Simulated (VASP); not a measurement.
# Co (Fm-3m) in VASP: a series of runs

The runs below take Co through single point, relaxation of cell and atoms, with LDA.

Program: VASP 6.6.1. These are calculated values, not measurements. Logs are shortened: lines on timing, memory, paths and dates and some standing lists are left out, and cuts for length are marked.

**1. The cell of the first run**

It takes space group Fm-3m (No. 225, cubic). Conventional cell: a = 3.374 Å, b = 3.374 Å, c = 3.374 Å, α = 90.00°, β = 90.00°, γ = 90.00°. Within 3.2 Å of Co (site symmetry m-3m) lie 12 Co at 2.39 Å.

**2. Single point, LDA**

Contents of INCAR:

```
  PREC = Accurate
  ENCUT = 520
  EDIFF = 1E-6
  ISMEAR = -5
  SIGMA = 0.1
  LREAL = F
  LASPH = T
  NELM = 80
  ALGO = Normal
  ISIF = 2
  LWAVE = F
  LCHARG = F
  NBANDS = 10
```

Contents of KPOINTS:

```
regular mesh
0
Gamma
  8 8 8
```

Contents of POSCAR:

```
Co
1.0
    0.0000000000      1.6869460668      1.6869460668
    1.6869460668      0.0000000000      1.6869460668
    1.6869460668      1.6869460668      0.0000000000
Co
1
Direct
    0.0000000000      0.0000000000      0.0000000000
```

Potentials or basis: VASP PAW LDA potentials, release 64 (Co).

Run with:

```console
cat potpaw_LDA.64/Co/POTCAR > POTCAR
mpirun -np 1 vasp_std > vasp.out
```

OUTCAR:

```text
PREC = Accurate
   ENCUT = 520
   EDIFF = 1E-6
   ISMEAR = -5
   LREAL = F
   LASPH = T
   NELM = 80
   ISIF = 2

 ion  position               nearest neighbor table
   1  0.000  0.000  0.000-

  LATTYP: Found a face centered cubic cell.
 ALAT       =     3.3738921336

  Lattice vectors:

 A1 = (   0.0000000000,   1.6869460668,   1.6869460668)
 A2 = (   1.6869460668,   0.0000000000,   1.6869460668)
 A3 = (   1.6869460668,   1.6869460668,   0.0000000000)

Analysis of symmetry for initial positions (statically):
=====================================================================
 Subroutine PRICEL returns:
 Original cell was already a primitive cell.

 Routine SETGRP: Setting up the symmetry group for a
 face centered cubic supercell.

 Subroutine GETGRP returns: Found 48 space group operations
 (whereof 48 operations were pure point group operations)
 out of a pool of 48 trial point group operations.

The static configuration has the point symmetry O_h .

Analysis of symmetry for dynamics (positions and initial velocities):
=====================================================================
 Subroutine PRICEL returns:
 Original cell was already a primitive cell.

 Routine SETGRP: Setting up the symmetry group for a
 face centered cubic supercell.

 Subroutine GETGRP returns: Found 48 space group operations
 (whereof 48 operations were pure point group operations)
 out of a pool of 48 trial point group operations.

The dynamic configuration has the point symmetry O_h .

 Subroutine INISYM returns: Found 48 space group operations
 (whereof 48 operations are pure point group operations),
 and found     1 'primitive' translations

----------------------------------------------------------------------------------------

                                     Primitive cell

  volume of cell :       9.6014

  direct lattice vectors                    reciprocal lattice vectors
     0.000000000  1.686946067  1.686946067    -0.296393589  0.296393589  0.296393589
     1.686946067  0.000000000  1.686946067     0.296393589 -0.296393589  0.296393589
     1.686946067  1.686946067  0.000000000     0.296393589  0.296393589 -0.296393589

  length of vectors
     2.385702007  2.385702007  2.385702007     0.513368756  0.513368756  0.513368756

  position of ions in fractional coordinates (direct lattice)
     0.000000000  0.000000000  0.000000000

  ion indices of the primitive-cell ions
   primitive index   ion index
                 1           1

----------------------------------------------------------------------------------------

 KPOINTS: regular mesh

Automatic generation of k-mesh.
 Grid dimensions read from file:
 generate k-points for:    8    8    8

 Generating k-lattice:

  Cartesian coordinates                     Fractional coordinates (reciprocal lattice)
    -0.037049199  0.037049199  0.037049199     0.125000000  0.000000000  0.000000000
     0.037049199 -0.037049199  0.037049199     0.000000000  0.125000000  0.000000000
     0.037049199  0.037049199 -0.037049199     0.000000000  0.000000000  0.125000000

  Length of vectors
     0.064171095  0.064171095  0.064171095

  Shift w.r.t. Gamma in fractional coordinates (k-lattice)
     0.000000000  0.000000000  0.000000000

 TETIRR: Found     76 inequivalent tetrahedra from     3072

 Subroutine IBZKPT returns following result:
 ===========================================

 Found     29 irreducible k-points:

 Following reciprocal coordinates:
            Coordinates               Weight
  0.000000  0.000000  0.000000      1.000000
  0.125000  0.000000  0.000000      8.000000
  0.250000  0.000000  0.000000      8.000000
  0.375000  0.000000  0.000000      8.000000
  0.500000  0.000000  0.000000      4.000000
  0.125000  0.125000  0.000000      6.000000
[... 16 lines left out ...]
  0.500000  0.250000  0.125000     48.000000
 -0.375000  0.250000  0.125000     24.000000
 [... further k-points ...]
   k-points           NKPTS =     29   k-points in BZ     NKDIM =     29   number of bands    NBANDS=     10
   number of dos      NEDOS =    301   number of ions     NIONS =      1
   total plane-waves  NPLWV =   5832
   dimension x,y,z NGX =    18 NGY =   18 NGZ =   18
   dimension x,y,z NGXF=    36 NGYF=   36 NGZF=   36
   ions per type =               1
   NGX,Y,Z   is equivalent  to a cutoff of  12.54, 12.54, 12.54 a.u.
   NGXF,Y,Z  is equivalent  to a cutoff of  25.09, 25.09, 25.09 a.u.
 SYSTEM =  unknown system
   PREC   = accura    normal or accurate (medium, high low for compatibility)
   ISTART =      0    job   : 0-new  1-cont  2-samecut
   ICHARG =      2    charge: 1-file 2-atom 10-const
   ISPIN  =      1    spin polarized calculation?
   LNONCOLLINEAR =      F non collinear calculations
   LSORBIT =      F    spin-orbit coupling
   LASPH  =      T    aspherical Exc in radial PAW
   ENCUT  =  520.0 eV  38.22 Ry    6.18 a.u.   4.44  4.44  4.44*2*pi/ulx,y,z
   NELM   =     80;   NELMIN=  2; NELMDL= -5     # of ELM steps
   EDIFF  = 0.1E-05   stopping-criterion for ELM
   LREAL  =      F    real-space projection
   EDIFFG = 0.1E-04   stopping-criterion for IOM
   NSW    =      0    number of steps for IOM
   IBRION =     -1    ionic relax: 0-MD 1-quasi-New 2-CG
   NFREE  =      0    steps in history (QN), initial steepest desc. (CG)
   ISIF   =      2    stress and relaxation
   ISYM   =      2    0-nonsym 1-usesym 2-fastsym
   POTIM  = 0.5000    time-step for ionic-motion
   TEBEG  =    0.0;   TEEND  =   0.0 temperature during run
   PSTRESS=    0.0 pullay stress
   NELECT =       9.0000    total number of electrons
   NUPDOWN=      -1.0000    fix difference up-down
   EMIN   =  10.00;   EMAX   =-10.00  energy-range for DOS
   EFERMI =   0.00;   METHOD = LEGACY
   ISMEAR =    -5;   SIGMA  =   0.10  broadening in eV -4-tet -1-fermi 0-gaus
   EFERMI_NEDOS =   21; number of points for ismear=-14 and -15
   IALGO  =     38    algorithm
   IMIX   =      4    mixing-type and parameters
     AMIX     =   0.40;   BMIX     =  1.00
     AMIX_MAG =   1.60;   BMIX_MAG =  1.00
  volume/ion in A,a.u.               =       9.60        64.79
  Fermi-wavevector in a.u.,A,eV,Ry     =   1.602179  3.027680 34.925866  2.566979
  Thomas-Fermi vector in A             =   2.699041
   LORBIT       =      0    0 simple, 1 ext, 2 COOP (PROOUT), +10 PAW based schemes
   GGA     = CA    functional components
   LHFCALC =     F    Hartree Fock is set to
   AEXX    =    0.0000 exact exchange contribution
   IVDW    =     0    specifies the selected vdW correction
   LEPSILON=     F    determine dielectric tensor
   LRPA    =     F    only Hartree local field effects (RPA)
 non-spin polarized calculation
 Fermi weights with tetrahedron method with Bloechl corrections
  energy-cutoff  :      520.00
  volume of cell :        9.60
 maximum number of plane-waves:       273
 NGX is ok and might be reduce to    18
   NGX =  9   NGY =  9   NGZ =  9

 number of electron       9.0000007 magnetization

 Free energy of the ion-electron system (eV)
  ---------------------------------------------------
  ext. energy  EPLUGINS =         0.00000000
  ---------------------------------------------------
  free energy    TOTEN  =        -8.03306670 eV

  energy without entropy =       -8.03306670  energy(sigma->0) =       -8.03306670

 E-fermi :  11.8123     XC(G=0): -14.4862

 val. band max:       12.1724166104   @ k =   0.5000   0.5000   0.0000
 cond. band min:      11.7675333661   @ k =  -0.3750   0.1250   0.0000
 fundamental gap:     -0.4048832443
 Fermi energy:        11.8123029171

 k-point     1 :       0.0000    0.0000    0.0000
  band No.  band energies     occupation
      1       2.2170      2.00000
      2       9.6055      2.00000
      3       9.6055      2.00000
      4       9.6055      2.00000
      5      11.1688      2.00000
      6      11.1688      2.00000
      7      35.8789      0.00000
      8      41.3102      0.00000
      9      41.3102      0.00000
     10      41.3102      0.00000

 k-point     2 :       0.1250    0.0000    0.0000
  band No.  band energies     occupation
      1       2.8890      2.00000
      2       9.3910      2.00000
      3       9.7701      2.00000
      4       9.7701      2.00000
      5      11.1041      2.00000
      6      11.1041      2.00000
      7      34.2285      0.00000
      8      37.5968      0.00000
      9      40.7073      0.00000
     10      40.7073      0.00000

 k-point     3 :       0.2500    0.0000    0.0000
  band No.  band energies     occupation
      1       4.6404      2.00000
      2       9.1134      2.00000
      3       9.8898      2.00000
      4       9.8898      2.00000
      5      11.2763      2.03763
      6      11.2763      2.14549
      7      28.2417      0.00000
      8      36.3341      0.00000
      9      39.9031      0.00000
     10      39.9031      0.00000

 k-point     4 :       0.3750    0.0000    0.0000
  band No.  band energies     occupation
      1       6.1645      2.00000
      2       9.6799      2.00000
      3       9.6799      2.00000
      4      10.0444      2.00000
      5      11.8581      0.71801
      6      11.8581      0.15757
      7      22.5651      0.00000
      8      35.0277      0.00000
      9      39.3509      0.00000
     10      39.3509      0.00000

 k-point     5 :       0.5000    0.0000    0.0000
  band No.  band energies     occupation
      1       6.4443      2.00000
      2       9.5567      2.00000
      3       9.5567      2.00000
      4      11.6078      2.00000
      5      12.1618     -0.02978
      6      12.1618      0.00000
      7      19.6078      0.00000
      8      34.4576      0.00000
      9      39.1080      0.00000
     10      39.1080      0.00000

 k-point     6 :       0.1250    0.1250    0.0000
  band No.  band energies     occupation
      1       3.1085      2.00000
      2       9.2000      2.00000
      3       9.9168      2.00000
      4       9.9168      2.00000
      5      10.7995      2.00000
      6      11.3102      2.00000
      7      35.2616      0.00000
      8      37.9173      0.00000
      9      37.9173      0.00000
     10      38.0817      0.00000

 k-point     7 :       0.2500    0.1250    0.0000
  band No.  band energies     occupation
      1       4.5069      2.00000
      2       8.8063      2.00000
      3       9.9779      2.00000
      4      10.1807      2.00000
      5      10.8852      2.03144
      6      11.5137      1.67851
      7      30.7198      0.00000
      8      35.4372      0.00000
      9      36.0517      0.00000
     10      39.3767      0.00000

 k-point     8 :       0.3750    0.1250    0.0000
  band No.  band energies     occupation
      1       6.2539      2.00000
      2       8.8773      2.00000
      3       9.5561      2.00000
      4      10.0847      2.00000
      5      11.9767      0.92348
      6      12.0814      0.04984
      7      24.6418      0.00000
      8      34.0193      0.00000
      9      35.2648      0.00000
     10      38.1578      0.00000

 k-point     9 :       0.5000    0.1250    0.0000
  band No.  band energies     occupation
      1       6.8295      2.00000
      2       9.1489      2.00000
      3       9.8884      2.00000
      4      10.0365      2.00000
      5      12.1824     -0.14509
      6      13.9458      0.00000
      7      20.1155      0.00000
      8      32.6479      0.00000
      9      35.8293      0.00000
     10      36.7508      0.00000
[... 118 lines left out ...]
 k-point    19 :       0.5000    0.3750    0.0000
  band No.  band energies     occupation
      1       6.7568      2.00000
      2       7.3906      2.00000
      3      11.0938      2.02539
      4      11.7655      1.73924
      5      12.3016      0.00000
      6      15.2840      0.00000
      7      24.4885      0.00000
      8      25.7102      0.00000
      9      29.2247      0.00000
     10      35.1228      0.00000

 k-point    20 :      -0.3750    0.3750    0.0000
  band No.  band energies     occupation
      1       7.3544      2.00000
      2       7.7811      2.00000
      3       9.9768      2.00000
      4      11.3643      2.00000
      5      12.0303     -0.06237
      6      18.8513      0.00000
      7      20.5636      0.00000
      8      23.9598      0.00000
      9      30.8850      0.00000
     10      35.6001      0.00000

 k-point    21 :       0.5000    0.5000    0.0000
  band No.  band energies     occupation
      1       6.4477      2.00000
      2       7.1257      2.00000
      3      12.1724      1.43673
      4      12.3988     -1.28491
      5      12.3988      0.00000
      6      14.7142      0.00000
      7      23.2818      0.00000
      8      28.1402      0.00000
      9      28.1402      0.00000
     10      33.8672      0.00000

 k-point    22 :       0.3750    0.2500    0.1250
  band No.  band energies     occupation
      1       5.9769      2.00000
      2       8.4333      2.00000
      3       9.5762      2.00000
      4      10.7935      2.00000
      5      10.9005      2.28101
      6      12.3145     -0.05808
      7      29.1155      0.00000
      8      29.7154      0.00000
      9      35.3045      0.00000
     10      39.5340      0.00000

 k-point    23 :       0.5000    0.2500    0.1250
  band No.  band energies     occupation
      1       7.2808      2.00000
      2       8.5318      2.00000
      3       9.1081      2.00000
      4      10.5907      2.00000
      5      11.7039      1.34836
      6      14.1033      0.00000
      7      23.5132      0.00000
      8      29.1176      0.00000
      9      32.5423      0.00000
     10      40.0128      0.00000

 k-point    24 :      -0.3750    0.2500    0.1250
  band No.  band energies     occupation
      1       7.5277      2.00000
      2       8.4899      2.00000
      3       9.4169      2.00000
      4      10.4114      2.00000
      5      12.0440     -0.17156
      6      16.2809      0.00000
      7      19.8395      0.00000
      8      29.4935      0.00000
      9      31.0599      0.00000
     10      39.4633      0.00000

 [... further k-points ...]
[... 5 lines left out ...]
  --------------------------------------------------------------------------------------
  -------------------------------------------------------------------------------------
  Total       -0.0591449     -0.0591449     -0.0591449     -0.0000000      0.0000000      0.0000000
  in kB       -9.8694876     -9.8694876     -9.8694876     -0.0000000      0.0000000      0.0000000
  external PRESSURE =      -9.8694876 kB  Pullay stress =       0.0000000 kB

 VOLUME and BASIS-vectors are now :
 -----------------------------------------------------------------------------
  energy-cutoff  :      520.00
  volume of cell :        9.60
      direct lattice vectors                 reciprocal lattice vectors
     0.000000000  1.686946067  1.686946067    -0.296393589  0.296393589  0.296393589
     1.686946067  0.000000000  1.686946067     0.296393589 -0.296393589  0.296393589
     1.686946067  1.686946067  0.000000000     0.296393589  0.296393589 -0.296393589

 POSITION                                       TOTAL-FORCE (eV/Angst)
 -----------------------------------------------------------------------------------
      0.00000      0.00000      0.00000        -0.000000      0.000000      0.000000
 -----------------------------------------------------------------------------------
    total drift:                                0.000000     -0.000000      0.000000

  FREE ENERGIE OF THE ION-ELECTRON SYSTEM (eV)
  ---------------------------------------------------
  free  energy   TOTEN  =        -8.0330667048 eV

  energy  without entropy=       -8.0330667048  energy(sigma->0) =       -8.03306670
```

Run time: 2 s. Hardware: 1 thread of AMD EPYC 9R45 (Zen 5), shared host; peak memory 0.08 GiB.

Results:

```
Free energy : -8.0331 eV
Pressure    : -1.0 GPa
```

Caveat: the k points lie up to 0.40 Å⁻¹ apart; the run has no spin polarisation, though such a crystal can be magnetic; tetrahedron occupations give inexact forces and stress in metals. Spin polarisation is off, so any magnetic state and its effect on volume and gap are missing.

**3. Relaxation of cell and atoms, LDA**

This run uses another cell than the first one, of 11.55 Å³/atom, 1.203 times its volume.

Contents of INCAR:

```
SYSTEM = Co
PREC     = Accurate       ! precision mode
ENCUT    = 600            ! plane-wave cutoff, eV
EDIFF    = 1E-6           ! SCF threshold, eV
ISMEAR   = -5             ! smearing method
SIGMA    = 0.1            ! smearing width, eV
LREAL    = .False.        ! projectors in reciprocal space
LASPH    = .True.         ! aspherical terms in the spheres
NELM     = 60             ! most SCF steps
ALGO     = Normal         ! electronic algorithm
ISIF     = 3              ! what is computed and relaxed
LWAVE    = .False.        ! write WAVECAR
LCHARG   = .False.        ! write CHGCAR
IBRION   = 2              ! ionic algorithm
NSW      = 60             ! ionic steps
EDIFFG   = -0.01          ! ionic threshold
```

Contents of KPOINTS:

```
regular mesh
0
Gamma
  8 8 8
  0 0 0
```

Contents of POSCAR:

```
Co
1.0
    0.0000000000      1.7939670000      1.7939670000
    1.7939670000      0.0000000000      1.7939670000
    1.7939670000      1.7939670000      0.0000000000
Co
1
Direct
    0.0000000000      0.0000000000      0.0000000000
```

Potentials or basis: VASP PAW LDA potentials, release 64 (Co).

Run with:

```console
cat potpaw_LDA.64/Co/POTCAR > POTCAR
mpirun -np 1 vasp_std > vasp.out
```

Wall time 7.6 s (1 thread of AMD EPYC 9R45 (Zen 5), shared host); peak memory 0.1 GiB.

Results (log left out):

```yaml
Free_energy: -8.0340 eV
Relaxed_volume: 9.57 Å³/atom
Relaxed_cell: a = 2.383 Å, b = 2.383 Å, c = 2.383 Å, α = 60.00°, β = 60.00°, γ = 60.00°
Space_group_after_relaxing_to_0.05_Å: Fm-3m (No. 225)
Energy_gained_by_relaxing: 278.8 meV/atom
Ionic_steps: 7
Pressure_after_relaxing: 0.0 GPa
```

Step by step:
| step | energy change (eV) | largest force (eV/Å) | pressure (GPa) | volume (Å³) |
| --- | --- | --- | --- | --- |
| 1 | 0.0000 | 0.0000 | -37.64 | 11.55 |
| 2 | 0.3510 | 0.0000 | 126.45 | 7.58 |
| 3 | -0.2777 | 0.0000 | -3.30 | 9.67 |
| 4 | -0.2787 | 0.0000 | -1.01 | 9.60 |
| 5 | -0.2788 | 0.0000 | 0.18 | 9.56 |
| 6 | -0.2788 | 0.0000 | -0.25 | 9.58 |
| 7 | -0.2788 | 0.0000 | -0.01 | 9.57 |

Final structure:
```cif
data_structure
_symmetry_space_group_name_H-M 'P 1'
_symmetry_Int_Tables_number 1
_cell_length_a 2.3831
_cell_length_b 2.3831
_cell_length_c 2.3831
_cell_angle_alpha 60.000
_cell_angle_beta 60.000
_cell_angle_gamma 60.000
_cell_volume 9.57
loop_
_atom_site_label
_atom_site_type_symbol
_atom_site_fract_x
_atom_site_fract_y
_atom_site_fract_z
_atom_site_occupancy
Co1 Co 0.00000 0.00000 0.00000 1
```

Levels at points of the mesh, in eV from the Fermi level:
```
           k point  band 1  band 2  band 3  band 4  band 5  band 6  band 7  band 8
(0.00, 0.00, 0.00)   -9.62   -2.22   -2.22   -2.22   -0.65   -0.65   24.09   33.48
(0.50, 0.00, 0.00)   -5.39   -2.27   -2.27   -0.21    0.35    0.35    7.83   22.67
(0.50, 0.50, 0.00)   -5.39   -4.71    0.36    0.59    0.59    2.91   11.50   16.36
```

Caveat: the k points lie up to 0.40 Å⁻¹ apart in the final cell; the volume moved by over 15 % at a fixed basis, so the end points are rough; the volume moved by -17 % from the deposited cell, more than functionals usually miss; the run has no spin polarisation, though such a crystal can be magnetic; tetrahedron occupations give inexact forces and stress in metals. LDA usually gives volumes a few per cent too small.

(Continued in part 2 of 2.)
